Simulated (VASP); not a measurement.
# WC (Cmmm) in VASP: settings compared, part 2 of 2

VASP 6.6.1. The steps go on from the part before.

## (4) Relaxation of cell and atoms, PBEsol+D3(BJ)

This run uses another cell than the first one, of 14.97 Å³/atom, 1.357 times its volume.

INCAR

```
SYSTEM = WC
PREC     = Accurate       ! precision mode
ENCUT    = 600            ! plane-wave cutoff, eV
EDIFF    = 1E-6           ! SCF threshold, eV
ISMEAR   = -1             ! smearing method
SIGMA    = 0.05           ! smearing width, eV
LREAL    = .FALSE.        ! projectors in reciprocal space
LASPH    = .TRUE.         ! aspherical terms in the spheres
NELM     = 80             ! most SCF steps
ALGO     = Normal         ! electronic algorithm
ISIF     = 3              ! what is computed and relaxed
LWAVE    = .FALSE.        ! write WAVECAR
LCHARG   = .FALSE.        ! write CHGCAR
GGA      = PS             ! functional
IVDW     = 12             ! dispersion correction
IBRION   = 2              ! ionic algorithm
NSW      = 60             ! ionic steps
EDIFFG   = -0.01          ! ionic threshold
```

KPOINTS

```
Automatic mesh
0
G
  10 10 6
  0 0 0
```

POSCAR

```
WC
1.0
    1.6403461100     -2.1180379000      0.0000000000
    1.6403461100      2.1180379000      0.0000000000
    0.0000000000      0.0000000000      4.3094211000
W C
1 1
Direct
    0.5000000000      0.5000000000      0.5000000000
    0.0000000000      0.0000000000      0.0000000000
```

The run is started by

```
> cat potpaw_PBE.64/W_sv/POTCAR potpaw_PBE.64/C/POTCAR > POTCAR
> mpirun -np 1 vasp_std > vasp.out
```

Run time: 4.4 min. Hardware: 1 thread of Intel Xeon 6975P-C (Granite Rapids), shared host; peak memory 0.24 GiB.

The run converged. Its results:

```yaml
Free_energy: -22.8459 eV
Relaxed_volume: 11.07 Å³/atom
Relaxed_cell: a = 2.918 Å, b = 2.918 Å, c = 2.989 Å, α = 90.00°, β = 90.00°, γ = 119.61°
Space_group_after_relaxing_to_0.05_Å: Cmmm (No. 65)
Energy_gained_by_relaxing: 2173.5 meV/atom
Ionic_steps: 23
Pressure_after_relaxing: -0.1 GPa
Band_gap_on_the_k_mesh: zero (band 9 reaches 13.38 eV, above the bottom of band 10 at 9.92 eV)
Dispersion_energy_per_atom: -0.420 eV
```

Stress tensor (GPa, compression positive):
```
-0.10  0.00  0.00
 0.00  0.02  0.00
 0.00  0.00 -0.11
```

The path:
| step | energy change (eV) | largest force (eV/Å) | pressure (GPa) | volume (Å³) |
| --- | --- | --- | --- | --- |
| 1 | 0.0000 | 0.0000 | -40.78 | 29.94 |
| 2 | -1.1989 | 0.0000 | 186.36 | 15.92 |
| 3 | -2.7173 | 0.0000 | 21.83 | 20.19 |
| 4 | -2.1161 | 0.0000 | 162.48 | 17.12 |
| 5 | -3.6538 | 0.0000 | 52.65 | 18.94 |
| 6 | -3.6699 | 0.0000 | 60.13 | 18.75 |
| 7 | -4.0155 | 0.0000 | -27.36 | 24.34 |
| 8 | -4.3143 | 0.0000 | -2.49 | 21.77 |
| 9 | -4.3146 | 0.0000 | -1.68 | 21.71 |
| 10 | -4.3335 | 0.0000 | 1.95 | 21.75 |
| 11 | -4.3378 | 0.0000 | 3.91 | 21.77 |
| 12 | -4.3274 | 0.0000 | 8.40 | 21.79 |
| 13 | -4.3382 | 0.0000 | 4.69 | 21.77 |
| 14 | -4.3446 | 0.0000 | -0.85 | 22.30 |
| 15 | -4.3454 | 0.0000 | 0.49 | 22.17 |
| 16 | -4.3467 | 0.0000 | -0.62 | 22.17 |
| 17 | -4.3467 | 0.0000 | -0.74 | 22.17 |
| 18 | -4.3469 | 0.0000 | 0.38 | 22.09 |
| 19 | -4.3469 | 0.0000 | 0.14 | 22.11 |
| 20 | -4.3469 | 0.0000 | 0.13 | 22.11 |
| 21 | -4.3469 | 0.0000 | 0.11 | 22.11 |
| 22 | -4.3470 | 0.0000 | 0.01 | 22.12 |
| 23 | -4.3470 | 0.0000 | -0.06 | 22.13 |

Final structure:
```yaml
crystal:
  lattice:
    - [1.46771, -2.52233, 0.00000]
    - [1.46771, 2.52233, 0.00000]
    - [0.00000, 0.00000, 2.98892]
  atoms:
    - { symbol: W, position: [0.50000, 0.50000, 0.50000] }
    - { symbol: C, position: [0.00000, 0.00000, 0.00000] }
```

Levels at points of the mesh, in eV from the Fermi level:
```
           k point  band 6  band 7  band 8  band 9  band 10  band 11  band 12  band 13
(0.00, 0.00, 0.00)   -5.01   -2.29   -1.48   -1.28     0.11     0.47     1.42     2.72
(0.50, 0.00, 0.00)   -8.72   -6.10   -6.06    1.49     2.86     3.38     5.40     5.84
(0.50, 0.50, 0.00)   -5.88   -4.28   -1.13   -1.03    -0.44     0.67     3.62     4.62
(0.00, 0.00, 0.50)   -9.21   -5.03   -2.22   -0.89    -0.71     2.59     3.19     9.16
(0.50, 0.00, 0.50)   -4.51   -4.08   -3.28   -1.41    -0.24     3.58     3.83     7.57
(0.50, 0.50, 0.50)   -8.27   -8.00   -6.06    2.58     2.95     3.87     5.75     6.21
```

Caveat: the volume moved by over 15 % at a fixed basis, so the end points are rough; the PAW data sets were made with another functional, which shifts forces and pressure a little; spin-orbit coupling is left out, which moves the levels of the heavy elements; pairwise dispersion overbinds metals, which lowers pressure and volume.

## (5) Relaxation of cell and atoms, PBEsol+D4

This run uses another cell than the first one, of 14.97 Å³/atom, 1.357 times its volume.

INCAR

```
ALGO = Normal
EDIFF = 1E-7
EDIFFG = -0.01
ENCUT = 600
GGA = PS
IBRION = 2
ISIF = 3
ISMEAR = -1
IVDW = 13
LASPH = T
LCHARG = F
LREAL = F
LWAVE = F
NELM = 60
NSW = 60
PREC = Accurate
SIGMA = 0.05
```

KPOINTS

```
k-points
0
Gamma
  10 10 6
```

POSCAR is that of step 4.

Potentials or basis: VASP PAW PBE potentials, release 64 (W_sv, C).

The run is started by

```
> cat potpaw_PBE.64/W_sv/POTCAR potpaw_PBE.64/C/POTCAR > POTCAR
> mpirun -np 1 vasp_std > vasp.out
```

OUTCAR:

```text
EDIFF = 1E-7
   EDIFFG = -0.01
   ENCUT = 600
   GGA = PS
   IBRION = 2
   ISIF = 3
   ISMEAR = -1
   IVDW = 13
   LASPH = T
   LREAL = F
   NELM = 60
   NSW = 60
   PREC = Accurate

 ion  position               nearest neighbor table
   1  0.500  0.500  0.500-   2 2.71   2 2.71   2 2.71   2 2.71
   2  0.000  0.000  0.000-   1 2.71   1 2.71   1 2.71   1 2.71

  LATTYP: Found a base centered orthorhombic cell.
 ALAT       =     3.2806922200
 B/A-ratio  =     1.2912140231
 C/A-ratio  =     1.3135706769

  Lattice vectors:

 A1 = (   1.6403461100,  -2.1180379000,   0.0000000000)
 A2 = (   1.6403461100,   2.1180379000,   0.0000000000)
 A3 = (   0.0000000000,   0.0000000000,   4.3094211000)

Analysis of symmetry for initial positions (statically):
=====================================================================
 Subroutine PRICEL returns:
 Original cell was already a primitive cell.

 Routine SETGRP: Setting up the symmetry group for a
 base centered orthorhombic supercell.

 Subroutine GETGRP returns: Found  8 space group operations
 (whereof  8 operations were pure point group operations)
 out of a pool of  8 trial point group operations.

The static configuration has the point symmetry D_2h.

Analysis of symmetry for dynamics (positions and initial velocities):
=====================================================================
 Subroutine PRICEL returns:
 Original cell was already a primitive cell.

 Routine SETGRP: Setting up the symmetry group for a
 base centered orthorhombic supercell.

 Subroutine GETGRP returns: Found  8 space group operations
 (whereof  8 operations were pure point group operations)
 out of a pool of  8 trial point group operations.

The dynamic configuration has the point symmetry D_2h.

 Subroutine INISYM returns: Found  8 space group operations
 (whereof  8 operations are pure point group operations),
 and found     1 'primitive' translations

----------------------------------------------------------------------------------------

                                     Primitive cell

  volume of cell :      29.9446

  direct lattice vectors                    reciprocal lattice vectors
     1.640346110 -2.118037900  0.000000000     0.304813720 -0.236067542  0.000000000
     1.640346110  2.118037900  0.000000000     0.304813720  0.236067542  0.000000000
     0.000000000  0.000000000  4.309421100     0.000000000  0.000000000  0.232049729

[... 129 lines left out ...]
  ---------------------------------------------------
  free energy    TOTEN  =       -17.80238411 eV

  energy without entropy =      -17.78768536  energy(sigma->0) =      -17.79503473

------------------------ aborting loop because EDIFF is reached ----------------------------------------

  DFT-D4 for vdW energy calculation

  Edisp (eV):   -0.44591
[... 105 lines left out ...]
  FREE ENERGIE OF THE ION-ELECTRON SYSTEM (eV)
  ---------------------------------------------------
  free  energy   TOTEN  =       -20.9295293115 eV

  energy  without entropy=      -20.9186202280  energy(sigma->0) =      -20.92407477

 E-fermi :   9.6241     XC(G=0): -13.0607

 val. band max:        9.6052956036   @ k =   0.3000   0.0000   0.5000
 cond. band min:       9.6389292767   @ k =  -0.3000   0.1000   0.1667
 fundamental gap:      0.0336336731
 Fermi energy:         9.6240914264

 k-point     1 :       0.0000    0.0000    0.0000
  band No.  band energies     occupation
      1     -64.9811      2.00000
      2     -29.0717      2.00000
      3     -29.0633      2.00000
      4     -28.8343      2.00000
      5      -4.5869      2.00000
      6       5.2978      2.00000
      7       7.6030      2.00000
      8       7.8620      2.00000
      9       8.9798      1.99999
     10       9.2923      1.99738
     11       9.8910      0.00957
     12      10.8998      0.00000
     13      12.1420      0.00000
[... 356 lines left out ...]
      2     -29.3572      2.00000
      3     -29.1674      2.00000
      4     -28.9992      2.00000
      5      -1.3455      2.00000
      6       3.0979      2.00000
      7       4.1184      2.00000
      8       5.7896      2.00000
      9       9.5327      1.72322
     10      10.0674      0.00028
     11      11.8316      0.00000
     12      13.0571      0.00000
     13      16.4666      0.00000

 [... further k-points ...]

[... ionic steps 4 to 14 ...]

--------------------------------------- Ionic step       15  -------------------------------------------

 number of electron      18.0000002 magnetization

------------------------ aborting loop because EDIFF is reached ----------------------------------------
[... 75 lines left out ...]
--------------------------------------- Ionic step       17  -------------------------------------------

 number of electron      18.0000002 magnetization

 Free energy of the ion-electron system (eV)
  ---------------------------------------------------
  ext. energy  EPLUGINS =         0.00000000
  ---------------------------------------------------
  free energy    TOTEN  =       -22.01186965 eV

  energy without entropy =      -22.00278058  energy(sigma->0) =      -22.00732512

 E-fermi :  10.6619     XC(G=0): -13.4748

 val. band max:       10.6603538446   @ k =   0.4000   0.1000   0.1667
 cond. band min:      10.6741955488   @ k =   0.3000   0.1000   0.0000
 fundamental gap:      0.0138417042
 Fermi energy:        10.6619484474

 k-point     1 :       0.0000    0.0000    0.0000
  band No.  band energies     occupation
      1     -63.8131      2.00000
      2     -28.0159      2.00000
      3     -27.8493      2.00000
      4     -27.5937      2.00000
      5      -4.1603      2.00000
      6       5.7048      2.00000
      7       8.3280      2.00000
      8       9.2625      2.00000
      9       9.4008      2.00000
     10      10.7688      0.21122
     11      11.1164      0.00023
     12      12.0658      0.00000
     13      13.3237      0.00000
[... 401 lines left out ...]
  FREE ENERGIE OF THE ION-ELECTRON SYSTEM (eV)
  ---------------------------------------------------
  free  energy   TOTEN  =       -22.5407509023 eV

  energy  without entropy=      -22.5316618342  energy(sigma->0) =      -22.53620637

 reached required accuracy - stopping structural energy minimisation
```

Run time: 4.3 min. Hardware: 1 thread of Intel Xeon 6975P-C (Granite Rapids), shared host; peak memory 0.24 GiB.

Results:

* Free energy: -22.5408 eV
* Relaxed volume: 11.18 Å³/atom
* Relaxed cell: a = 2.934 Å, b = 2.934 Å, c = 2.995 Å, α = 90.00°, β = 90.00°, γ = 119.92°
* Space group after relaxing (to 0.05 Å): Cmmm (No. 65)
* Energy gained by relaxing: 2146.2 meV/atom
* Ionic steps: 17
* Pressure after relaxing: 0.1 GPa
* Band gap on the k mesh: zero (band 9 reaches 13.17 eV, above the bottom of band 10 at 9.78 eV)
* Dispersion energy per atom: -0.264 eV

The path:
```
step  energy change (eV)  largest force (eV/Å)  pressure (GPa)  volume (Å³)
   1              0.0000                0.0000          -39.22        29.94
   2             -1.4526                0.0000          165.45        16.35
   3             -2.6812                0.0000           24.03        20.22
   4             -2.4201                0.0000          145.63        17.42
   5             -3.5685                0.0000           55.28        18.99
   6             -3.5781                0.0000           62.12        18.82
   7             -4.0337                0.0000          -23.66        24.17
   8             -4.2554                0.0000           -1.56        21.93
   9             -4.2555                0.0000           -0.71        21.87
  10             -4.2757                0.0000            1.66        21.94
  11             -4.2862                0.0000            5.35        22.03
  12             -4.2868                0.0000            4.38        22.01
  13             -4.2886                0.0000           -3.69        22.69
  14             -4.2923                0.0000           -0.16        22.38
  15             -4.2923                0.0000           -0.07        22.37
  16             -4.2925                0.0000            0.04        22.36
  17             -4.2925                0.0000            0.07        22.35
```

Final structure:
```yaml
crystal:
  lattice:
    - [1.46900, -2.54027, 0.00000]
    - [1.46900, 2.54027, 0.00000]
    - [0.00000, 0.00000, 2.99473]
  atoms:
    - { symbol: W, position: [0.50000, 0.50000, 0.50000] }
    - { symbol: C, position: [0.00000, 0.00000, 0.00000] }
```

Caveat: the volume moved by over 15 % at a fixed basis, so the end points are rough; the PAW data sets were made with another functional, which shifts forces and pressure a little; spin-orbit coupling is left out, which moves the levels of the heavy elements; pairwise dispersion overbinds metals, which lowers pressure and volume.

## (6) Relaxation of cell and atoms, RPBE+D3(BJ)

This run uses another cell than the first one, of 14.97 Å³/atom, 1.357 times its volume.

INCAR

```
PREC = Accurate
ENCUT = 600
EDIFF = 1E-6
ISMEAR = -1
SIGMA = 0.05
LREAL = False
LASPH = True
NELM = 80
ALGO = Normal
ISIF = 3
LWAVE = False
LCHARG = False
GGA = RP
IVDW = 12
IBRION = 2
NSW = 60
EDIFFG = -0.01
```

KPOINTS

```
Automatic mesh
0
Gamma
  10 10 6
```

POSCAR is that of step 5.

Potentials or basis: VASP PAW PBE potentials, release 64 (W_sv, C).

The run is started by

```
> cat potpaw_PBE.64/W_sv/POTCAR potpaw_PBE.64/C/POTCAR > POTCAR
> mpirun -np 1 vasp_std > vasp.out
```

It took 5 min on 1 thread of Intel Xeon 6975P-C (Granite Rapids), shared host; peak memory 0.24 GiB.

It converged, with:

```
Free energy                            : -24.6602 eV
Relaxed volume                         : 10.09 Å³/atom
Relaxed cell                           : a = 2.763 Å, b = 2.763 Å, c = 2.910 Å, α = 90.00°, β = 90.00°, γ = 114.70°
Space group after relaxing (to 0.05 Å) : Cmmm (No. 65)
Energy gained by relaxing              : 2466.2 meV/atom
Ionic steps                            : 22
Pressure after relaxing                : 0.0 GPa
Band gap on the k mesh                 : zero (band 9 reaches 16.06 eV, above the bottom of band 10 at 11.37 eV)
Dispersion energy per atom             : -2.726 eV
```

Stress tensor (GPa, compression positive):
```
 0.11  0.00  0.00
 0.00 -0.06  0.00
 0.00  0.00  0.03
```

Step by step:
| step | energy change (eV) | largest force (eV/Å) | pressure (GPa) | volume (Å³) |
| --- | --- | --- | --- | --- |
| 1 | 0.0000 | 0.0000 | -49.79 | 29.94 |
| 2 | 0.6734 | 0.0000 | 344.41 | 13.61 |
| 3 | -1.7096 | 0.0000 | -38.29 | 24.56 |
| 4 | -2.7266 | 0.0000 | -16.75 | 21.58 |
| 5 | -3.0755 | 0.0000 | 69.95 | 17.54 |
| 6 | -3.1781 | 0.0000 | 21.06 | 19.24 |
| 7 | 0.8981 | 0.0000 | 308.74 | 14.89 |
| 8 | -4.1592 | 0.0000 | 48.29 | 18.12 |
| 9 | -4.2426 | 0.0000 | 59.43 | 17.83 |
| 10 | -4.2492 | 0.0000 | 72.38 | 17.54 |
| 11 | -4.0728 | 0.0000 | -33.62 | 23.45 |
| 12 | -4.9137 | 0.0000 | 4.77 | 20.06 |
| 13 | -4.9157 | 0.0000 | 6.98 | 19.94 |
| 14 | -4.9158 | 0.0000 | 7.89 | 19.89 |
| 15 | -4.9110 | 0.0000 | -6.23 | 20.37 |
| 16 | -4.9321 | 0.0000 | 0.90 | 20.12 |
| 17 | -4.9321 | 0.0000 | 1.05 | 20.11 |
| 18 | -4.9323 | 0.0000 | -0.37 | 20.20 |
| 19 | -4.9324 | 0.0000 | 0.00 | 20.17 |
| 20 | -4.9324 | 0.0000 | 0.06 | 20.18 |
| 21 | -4.9324 | 0.0000 | 0.08 | 20.19 |
| 22 | -4.9325 | 0.0000 | 0.03 | 20.19 |

Final structure:
```cif
data_structure
_symmetry_space_group_name_H-M 'P 1'
_symmetry_Int_Tables_number 1
_cell_length_a 2.7633
_cell_length_b 2.7633
_cell_length_c 2.9100
_cell_angle_alpha 90.000
_cell_angle_beta 90.000
_cell_angle_gamma 114.697
_cell_volume 20.19
loop_
_atom_site_label
_atom_site_type_symbol
_atom_site_fract_x
_atom_site_fract_y
_atom_site_fract_z
_atom_site_occupancy
W1 W 0.50000 0.50000 0.50000 1
C1 C 0.00000 0.00000 0.00000 1
```

Levels at points of the mesh, in eV from the Fermi level:
```
           k point  band 7  band 8  band 9  band 10  band 11  band 12
(0.00, 0.00, 0.00)   -2.81   -1.50   -1.47    -0.08     0.53     1.57
(0.50, 0.00, 0.00)   -6.47   -6.19    1.73     2.06     3.85     6.42
(0.50, 0.50, 0.00)   -4.54   -1.94   -1.42    -0.48     0.31     4.53
(0.00, 0.00, 0.50)   -5.40   -2.11   -1.57     0.52     2.14     3.20
(0.50, 0.00, 0.50)   -4.68   -3.73   -1.37    -0.01     3.39     4.40
(0.50, 0.50, 0.50)   -8.90   -7.07    3.52     3.81     4.79     6.16
```

Caveat: the volume moved by over 15 % at a fixed basis, so the end points are rough; the PAW data sets were made with another functional, which shifts forces and pressure a little; spin-orbit coupling is left out, which moves the levels of the heavy elements; pairwise dispersion overbinds metals, which lowers pressure and volume.

## (7) The runs side by side

| task | level | cell | cutoff (eV) | gap on the mesh (eV) | pressure (GPa) | relaxed volume (Å³/atom) |
| --- | --- | --- | --- | --- | --- | --- |
| single point | PBEsol+D3(BJ) | a = 2.916, b = 2.916, c = 2.986 Å, angles 90.0, 90.0, 119.6°, 2 atoms | 520 | none | 0.9 | - |
| single point | PBEsol+D4 | a = 2.933, b = 2.933, c = 2.992 Å, angles 90.0, 90.0, 119.9°, 2 atoms | 520 | none | 0.9 | - |
| relaxation of cell and atoms | PBEsol+D3(BJ) | relaxed from a = 2.679, b = 2.679, c = 4.309 Å, angles 90.0, 90.0, 104.5°, 2 atoms | 600 | none | -0.1 | 11.07 |
| relaxation of cell and atoms | PBEsol+D4 | relaxed from a = 2.679, b = 2.679, c = 4.309 Å, angles 90.0, 90.0, 104.5°, 2 atoms | 600 | none | 0.1 | 11.18 |
| relaxation of cell and atoms | RPBE+D3(BJ) | relaxed from a = 2.679, b = 2.679, c = 4.309 Å, angles 90.0, 90.0, 104.5°, 2 atoms | 600 | none | 0.0 | 10.09 |

Alike in all rows: potentials or basis VASP PAW PBE potentials, release 64 (W_sv, C); no spin polarisation; k mesh 10 × 10 × 6; smearing fermi-dirac 0.05 eV.

Caveats: the PAW data sets were made with another functional, which shifts forces and pressure a little; spin-orbit coupling is left out, which moves the levels of the heavy elements; pairwise dispersion overbinds metals, which lowers pressure and volume; the volume moved by over 15 % at a fixed basis, so the end points are rough (some runs).

Total energies depend on the potentials used, so only differences within one code and one set of settings carry meaning.
